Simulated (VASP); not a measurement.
Runs of VASP 6.6.1 on BP (zincblende type). The structure is that of space group F-43m (No. 216), or close to it. The cells are those of the table. 

```tsv
task	cell	k mesh	cutoff (eV)	k mesh for the DOS	occupations for the DOS	gap on the mesh (eV)	pressure (GPa)
single point	a = 3.175 Å, angles 60.0°, 2 atoms	15 × 15 × 15	500	-	-	1.15	-0.1
single point	a = 3.043 Å, angles 60.0°, 2 atoms	15 × 15 × 15	520	-	-	(a)	28.3
single point	a = 2.947 Å, angles 60.0°, 2 atoms	15 × 15 × 15, shifted	520	-	-	0.91	58.9
relaxation of cell and atoms	relaxed from a = 3.148 Å, angles 60.0°, 2 atoms	15 × 15 × 15	600	-	-	1.15	0.0
single point	a = 2.601 Å, angles 60.0°, 2 atoms	15 × 15 × 15	500	-	-	(b)	(c)
single point	a = 3.110 Å, angles 60.0°, 2 atoms	15 × 15 × 15	500	-	-	1.08	12.1
single point	a = 2.947 Å, angles 60.0°, 2 atoms	15 × 15 × 15	500	-	-	0.80	58.9
```

Alike in all rows: level LDA; potentials or basis VASP PAW LDA potentials, release 64 (B, P); no spin polarisation; smearing fermi-dirac 0.08 eV.

Task: Estimate the missing entries.

Result: (a) 0.98; (b) 0.14; (c) 305.7.

A k mesh can miss the band edges.
